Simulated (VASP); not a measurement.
# BN (P6_3/mmc) in VASP: notebook

BN is run at these levels: PBEsol; tasks: single point.

All numbers are computed with VASP 6.6.1; they aren't measurements. Logs are shortened: lines on timing, memory, paths and dates and some standing lists are left out, and cuts for length are marked.

**1. The cell of the first run**

It takes space group P6_3/mmc (No. 194, hexagonal). The conventional cell has a = 2.664 Å, b = 2.664 Å, c = 6.961 Å, α = 90.00°, β = 90.00°, γ = 120.00°. B (site symmetry -6m2) has 3 N at 1.54 Å within 2.0 Å. N (site symmetry -6m2) has 3 B at 1.54 Å within 2.0 Å.

**2. Single point, PBEsol (volume 10.693 Å^3 an atom, c/a of the conventional cell 2.6133)**

INCAR reads:

```
SYSTEM = BN
PREC     = Accurate       ! precision mode
ENCUT    = 520            ! plane-wave cutoff, eV
EDIFF    = 1E-6           ! SCF threshold, eV
ISMEAR   = 0              ! smearing method
SIGMA    = 0.05           ! smearing width, eV
LREAL    = .False.        ! projectors in reciprocal space
LASPH    = .True.         ! aspherical terms in the spheres
NELM     = 80             ! most SCF steps
ALGO     = Normal         ! electronic algorithm
ISIF     = 2              ! what is computed and relaxed
LWAVE    = .False.        ! write WAVECAR
LCHARG   = .False.        ! write CHGCAR
GGA      = PS             ! functional
NBANDS   = 16             ! bands
```

KPOINTS reads:

```
Automatic mesh
0
Gamma
  12 12 4
  0 0 0
```

POSCAR reads:

```
BN
1.0
    2.6636667283      0.0000000000      0.0000000000
   -1.3318333642      2.3068030539      0.0000000000
    0.0000000000      0.0000000000      6.9609602611
B N
2 2
Direct
    0.3333333333      0.6666666667      0.2500000000
    0.6666666667      0.3333333333      0.7500000000
    0.3333333333      0.6666666667      0.7500000000
    0.6666666667      0.3333333333      0.2500000000
```

Potentials or basis: VASP PAW PBE potentials, release 64 (B, N).

Run with:

```console
cat potpaw_PBE.64/B/POTCAR potpaw_PBE.64/N/POTCAR > POTCAR
mpirun -np 1 vasp_std > vasp.out
```

OUTCAR:

```text
SYSTEM = BN
   PREC = Accurate
   ENCUT = 520
   EDIFF = 1E-6
   ISMEAR = 0
   LREAL = .False.
   LASPH = .True.
   NELM = 80
   ISIF = 2
   GGA = PS

 ion  position               nearest neighbor table
   1  0.333  0.667  0.250-   4 1.54   4 1.54   4 1.54
   2  0.667  0.333  0.750-   3 1.54   3 1.54   3 1.54
   3  0.333  0.667  0.750-   2 1.54   2 1.54   2 1.54
   4  0.667  0.333  0.250-   1 1.54   1 1.54   1 1.54

  LATTYP: Found a hexagonal cell.
 ALAT       =     2.6636667283
 C/A-ratio  =     2.6133000000

  Lattice vectors:

 A1 = (   2.6636667283,   0.0000000000,   0.0000000000)
 A2 = (  -1.3318333642,   2.3068030539,   0.0000000000)
 A3 = (   0.0000000000,   0.0000000000,   6.9609602611)

Analysis of symmetry for initial positions (statically):
=====================================================================
 Subroutine PRICEL returns:
 Original cell was already a primitive cell.

 Routine SETGRP: Setting up the symmetry group for a
 hexagonal supercell.

 Subroutine GETGRP returns: Found 24 space group operations
 (whereof 12 operations were pure point group operations)
 out of a pool of 24 trial point group operations.

The static configuration has the point symmetry D_3d.
 The point group associated with its full space group is D_6h.

Analysis of symmetry for dynamics (positions and initial velocities):
=====================================================================
 Subroutine PRICEL returns:
 Original cell was already a primitive cell.

 Routine SETGRP: Setting up the symmetry group for a
 hexagonal supercell.

 Subroutine GETGRP returns: Found 24 space group operations
 (whereof 12 operations were pure point group operations)
 out of a pool of 24 trial point group operations.

The dynamic configuration has the point symmetry D_3d.
 The point group associated with its full space group is D_6h.

 Subroutine INISYM returns: Found 24 space group operations
 (whereof 12 operations are pure point group operations),
 and found     1 'primitive' translations

----------------------------------------------------------------------------------------

                                     Primitive cell

  volume of cell :      42.7720

  direct lattice vectors                    reciprocal lattice vectors
     2.663666728  0.000000000  0.000000000     0.375422341  0.216750190  0.000000000
    -1.331833364  2.306803054  0.000000000     0.000000000  0.433500380  0.000000000
     0.000000000  0.000000000  6.960960261     0.000000000  0.000000000  0.143658341
[... 92 lines left out ...]
   IBRION =     -1    ionic relax: 0-MD 1-quasi-New 2-CG
   NFREE  =      0    steps in history (QN), initial steepest desc. (CG)
   ISIF   =      2    stress and relaxation
   ISYM   =      2    0-nonsym 1-usesym 2-fastsym
   POTIM  = 0.5000    time-step for ionic-motion
   TEBEG  =    0.0;   TEEND  =   0.0 temperature during run
   PSTRESS=    0.0 pullay stress
   NELECT =      16.0000    total number of electrons
   NUPDOWN=      -1.0000    fix difference up-down
   EMIN   =  10.00;   EMAX   =-10.00  energy-range for DOS
   EFERMI =   0.00;   METHOD = LEGACY
   ISMEAR =     0;   SIGMA  =   0.05  broadening in eV -4-tet -1-fermi 0-gaus
   EFERMI_NEDOS =   21; number of points for ismear=-14 and -15
   IALGO  =     38    algorithm
   IMIX   =      4    mixing-type and parameters
     AMIX     =   0.40;   BMIX     =  1.00
     AMIX_MAG =   1.60;   BMIX_MAG =  1.00
  volume/ion in A,a.u.               =      10.69        72.16
  Fermi-wavevector in a.u.,A,eV,Ry     =   1.179582  2.229088 18.931347  1.391415
  Thomas-Fermi vector in A             =   2.315891
   LORBIT       =      0    0 simple, 1 ext, 2 COOP (PROOUT), +10 PAW based schemes
   GGA     = PS    functional components
   LHFCALC =     F    Hartree Fock is set to
   AEXX    =    0.0000 exact exchange contribution
   IVDW    =     0    specifies the selected vdW correction
   LEPSILON=     F    determine dielectric tensor
   LRPA    =     F    only Hartree local field effects (RPA)
 non-spin polarized calculation
 Gauss-broadening in eV      SIGMA  =   0.05
  energy-cutoff  :      520.00
  volume of cell :       42.77
 maximum number of plane-waves:      1191
 NGX is ok and might be reduce to    20
   NGX =  9   NGY =  9   NGZ = 25

 number of electron      15.9999998 magnetization

 Free energy of the ion-electron system (eV)
  ---------------------------------------------------
  ext. energy  EPLUGINS =         0.00000000
  ---------------------------------------------------
  free energy    TOTEN  =       -35.74739030 eV

  energy without entropy =      -35.74739030  energy(sigma->0) =      -35.74739030

 E-fermi :   1.4182     XC(G=0):  -9.6217

 val. band max:        1.1001845772   @ k =   0.3333   0.3333   0.5000
 cond. band min:       5.0221850906   @ k =   0.5000   0.0000   0.0000
 fundamental gap:      3.9220005134
 Fermi energy:         1.4182128138

 k-point     1 :       0.0000    0.0000    0.0000
  band No.  band energies     occupation
      1     -15.5683      2.00000
      2     -15.3444      2.00000
      3      -4.1491      2.00000
      4      -2.3129      2.00000
      5      -0.3844      2.00000
      6      -0.3844      2.00000
[... 433 lines left out ...]
      3      -5.3937      2.00000
      4      -5.3472      2.00000
      5      -2.2733      2.00000
      6      -2.2352      2.00000
[... 8 lines left out ...]
     15      15.6792      0.00000
     16      16.9461      0.00000

 [... further k-points ...]

------------------------ aborting loop because EDIFF is reached ----------------------------------------

  FORCE on cell =-STRESS in cart. coord.  units (eV):
  Direction    XX          YY          ZZ          XY          YZ          ZX
  --------------------------------------------------------------------------------------
  -------------------------------------------------------------------------------------
  Total      -12.8648728    -12.8648728     -0.0673921      0.0000000     -0.0000000      0.0000000
  in kB     -481.8995500   -481.8995500     -2.5244098      0.0000000     -0.0000000      0.0000000
  external PRESSURE =    -322.1078366 kB  Pullay stress =       0.0000000 kB

 VOLUME and BASIS-vectors are now :
 -----------------------------------------------------------------------------
  energy-cutoff  :      520.00
  volume of cell :       42.77
      direct lattice vectors                 reciprocal lattice vectors
     2.663666728  0.000000000  0.000000000     0.375422341  0.216750190  0.000000000
    -1.331833364  2.306803054  0.000000000     0.000000000  0.433500380  0.000000000
     0.000000000  0.000000000  6.960960261     0.000000000  0.000000000  0.143658341

 POSITION                                       TOTAL-FORCE (eV/Angst)
 -----------------------------------------------------------------------------------
     -0.00000      1.53787      1.74024        -0.000000      0.000000      0.000000
      1.33183      0.76893      5.22072         0.000000      0.000000      0.000000
     -0.00000      1.53787      5.22072        -0.000000      0.000000      0.000000
      1.33183      0.76893      1.74024        -0.000000     -0.000000      0.000000
 -----------------------------------------------------------------------------------
    total drift:                               -0.000000      0.000000      0.000000

  FREE ENERGIE OF THE ION-ELECTRON SYSTEM (eV)
  ---------------------------------------------------
  free  energy   TOTEN  =       -35.7473902988 eV

  energy  without entropy=      -35.7473902988  energy(sigma->0) =      -35.74739030
```

Wall time 36 s (1 thread of AMD EPYC 7R43 (Zen 3), shared host); peak memory 0.12 GiB.

Results:

```
Free energy            : -35.7474 eV
Pressure               : -32.2 GPa
Band gap on the k mesh : 3.92 eV, indirect (least direct gap 4.13 eV)
```

Caveat: the PAW data sets were made with another functional, which shifts forces and pressure a little; this functional lacks dispersion, which binds the layers, so the pressure and a relaxed spacing across them are unreliable.

**3. Single point, PBEsol (volume 10.693 Å^3 an atom, c/a of the conventional cell 2.7425)**

INCAR reads:

```
SYSTEM = BN
PREC = Accurate ; ENCUT = 520
EDIFF = 1E-7 ; ISMEAR = 0
SIGMA = 0.05 ; LREAL = .FALSE.
LASPH = .TRUE. ; NELM = 60
ALGO = Normal ; ISIF = 2
LWAVE = .FALSE. ; LCHARG = .FALSE.
GGA = PS ; NBANDS = 16
```

KPOINTS reads:

```
regular mesh
0
G
  12 12 4
  0 0 0
```

POSCAR reads:

```
BN
1.0
    2.6211634095      0.0000000000      0.0000000000
   -1.3105817048      2.2699941001      0.0000000000
    0.0000000000      0.0000000000      7.1885406506
B N
2 2
Direct
    0.3333333333      0.6666666667      0.2500000000
    0.6666666667      0.3333333333      0.7500000000
    0.3333333333      0.6666666667      0.7500000000
    0.6666666667      0.3333333333      0.2500000000
```

Potentials or basis: VASP PAW PBE potentials, release 64 (B, N).

Run with:

```console
cat potpaw_PBE.64/B/POTCAR potpaw_PBE.64/N/POTCAR > POTCAR
mpirun -np 1 vasp_std > vasp.out
```

Run time: 42 s. Hardware: 1 thread of AMD EPYC 7R43 (Zen 3), shared host; peak memory 0.13 GiB.

It converged, with:

| Item | Value |
| --- | --- |
| Free energy | -36.1111 eV |
| Pressure | -24.8 GPa |
| Band gap on the k mesh | 4.05 eV, indirect (least direct gap 4.26 eV) |

Stress tensor (GPa, compression positive):
```
-37.03   0.00   0.00
  0.00 -37.03   0.00
  0.00   0.00  -0.40
```

Levels at points of the mesh, in eV from the valence-band top:
| k point | band 6 | band 7 | band 8 | band 9 | band 10 | band 11 |
| --- | --- | --- | --- | --- | --- | --- |
| (0.00, 0.00, 0.00) | -1.45 | -1.43 | -1.43 | 4.63 | 8.92 | 9.67 |
| (0.50, 0.00, 0.00) | -3.89 | -1.15 | -0.45 | 4.05 | 5.00 | 8.18 |
| (0.00, 0.00, 0.50) | -1.44 | -1.44 | -1.44 | 6.47 | 6.47 | 10.46 |
| (0.50, 0.00, 0.50) | -3.90 | -0.80 | -0.80 | 4.40 | 4.40 | 8.44 |

Caveat: the PAW data sets were made with another functional, which shifts forces and pressure a little; this functional lacks dispersion, which binds the layers, so the pressure and a relaxed spacing across them are unreliable.

**4. Single point, PBEsol (volume 10.693 Å^3 an atom, c/a of the conventional cell 2.8780)**

INCAR reads:

```
SYSTEM = BN
PREC = Accurate ; ENCUT = 520
EDIFF = 1E-6 ; ISMEAR = 0
SIGMA = 0.05 ; LREAL = .FALSE.
LASPH = .TRUE. ; NELM = 80
ALGO = Normal ; ISIF = 2
LWAVE = .FALSE. ; LCHARG = .FALSE.
GGA = PS ; NBANDS = 16
```

KPOINTS is that of step 3.

POSCAR reads:

```
BN
1.0
    2.5793644642      0.0000000000      0.0000000000
   -1.2896822321      2.2337951516      0.0000000000
    0.0000000000      0.0000000000      7.4234109280
B N
2 2
Direct
    0.3333333333      0.6666666667      0.2500000000
    0.6666666667      0.3333333333      0.7500000000
    0.3333333333      0.6666666667      0.7500000000
    0.6666666667      0.3333333333      0.2500000000
```

Run with:

```console
cat potpaw_PBE.64/B/POTCAR potpaw_PBE.64/N/POTCAR > POTCAR
mpirun -np 1 vasp_std > vasp.out
```

It took 33 s on 1 thread of AMD EPYC 7R43 (Zen 3), shared host; peak memory 0.13 GiB.

It converged, with:

| Quantity | Value |
| --- | --- |
| Free energy | -36.3734 eV |
| Pressure | -16.7 GPa |
| Band gap on the k mesh | 4.19 eV, indirect (least direct gap 4.39 eV) |

Stress tensor (GPa, compression positive):
```
-24.83   0.00   0.00
  0.00 -24.83   0.00
  0.00   0.00  -0.45
```

Levels at points of the mesh, in eV from the valence-band top:
| k point | band 5 | band 6 | band 7 | band 8 | band 9 | band 10 | band 11 | band 12 |
| --- | --- | --- | --- | --- | --- | --- | --- | --- |
| (0.00, 0.00, 0.00) | -1.41 | -1.41 | -1.39 | -1.39 | 4.57 | 8.74 | 10.20 | 10.81 |
| (0.50, 0.00, 0.00) | -4.00 | -3.97 | -1.12 | -0.56 | 4.19 | 5.02 | 8.61 | 9.00 |
| (0.00, 0.00, 0.50) | -1.40 | -1.40 | -1.40 | -1.40 | 6.31 | 6.31 | 10.83 | 10.83 |
| (0.50, 0.00, 0.50) | -3.98 | -3.98 | -0.84 | -0.84 | 4.51 | 4.51 | 8.89 | 8.89 |

Caveat: the PAW data sets were made with another functional, which shifts forces and pressure a little; this functional lacks dispersion, which binds the layers, so the pressure and a relaxed spacing across them are unreliable. A k mesh can miss the band edges.

**5. The runs side by side**

| cell | gap on the mesh (eV) | pressure (GPa) |
| --- | --- | --- |
| a = 2.664, b = 2.664, c = 6.961 Å, angles 90.0, 90.0, 120.0°, 4 atoms | 3.92 | -32.2 |
| a = 2.621, b = 2.621, c = 7.189 Å, angles 90.0, 90.0, 120.0°, 4 atoms | 4.05 | -24.8 |
| a = 2.579, b = 2.579, c = 7.423 Å, angles 90.0, 90.0, 120.0°, 4 atoms | 4.19 | -16.7 |

Alike in all rows: task single point; level PBEsol; potentials or basis VASP PAW PBE potentials, release 64 (B, N); no spin polarisation; k mesh 12 × 12 × 4; cutoff (eV) 520; smearing gaussian 0.05 eV.

Caveats: the PAW data sets were made with another functional, which shifts forces and pressure a little; this functional lacks dispersion, which binds the layers, so the pressure and a relaxed spacing across them are unreliable.

Absolute energies hang on the potentials; compare differences alone.
